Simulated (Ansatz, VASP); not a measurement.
Fe: VASP beside Ansatz

```
CELL_PARAMETERS angstrom
-1.44300 1.44300 1.44300
1.44300 -1.44300 1.44300
1.44300 1.44300 -1.44300
ATOMIC_POSITIONS crystal
Fe 0.00000 0.00000 0.00000
```

Alike in both runs: task relaxation of cell and atoms; functional revPBE; dispersion D4; k mesh 13 × 13 × 13; occupations fermi-dirac, width 0.05 eV; collinear spin.

|  | VASP | Ansatz |
| --- | --- | --- |
| version | VASP 6.6.1 | Ansatz 0.2.0 |
| potentials or method | VASP PAW PBE potentials, release 64 (Fe), cutoff 600 eV | all-electron LAPW, scalar-relativistic |

```tsv
	VASP	Ansatz	Ansatz less VASP
net moment per atom (μB)	2.12	2.10	-0.019
size of the moment on the site where the two differ most (μB)	2.11	2.16	+0.045
relaxed volume (Å³/atom)	11.07	11.07	+0.003
relaxed cell length with the largest relative difference (Å)	2.432	2.432	+0.0002
```

VASP's potentials were made for PBE, not for revPBE. Site moments also hang on the region over which each program counts them. Ansatz ran all-electron here, and VASP with PAW potentials.
